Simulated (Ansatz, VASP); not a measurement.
## Zn2O in VASP and in Ansatz

```xyz
3
Lattice="3.0152 0.0000 0.0000 -1.5076 2.6112 0.0000 0.0000 0.0000 4.6436" Properties=species:S:1:pos:R:3 pbc="T T T"
Zn    1.5076    0.8704    3.3328
Zn    0.0000    1.7408    1.3108
O     0.0000    0.0000    0.0000
```

Alike in both runs: functional PBE; k mesh 8 × 8 × 4; occupations gaussian, width 0.2 eV; no spin polarisation.

Ansatz relaxed the structure, and its values are those at the end. VASP's run is a single point on that final structure, the one shown.

|  | VASP | Ansatz |
| --- | --- | --- |
| version | VASP 6.6.1 | Ansatz 0.2.0 |
| potentials or method | VASP PAW PBE potentials, release 64 (Zn, O), cutoff 520 eV | scalar-relativistic, plane waves, PAW |
| valence electrons in the cell | 30 | 30 |

```tsv
	VASP	Ansatz	Ansatz less VASP
gap on the k mesh at the Fermi level (eV)	none	none	-
pressure (GPa)	0.5	-0.1	-0.53
rms of the force components (eV/Å)	0.005	0.012	+0.0061
```

A gap of «none» marks a metal or a gap that the smearing closes.
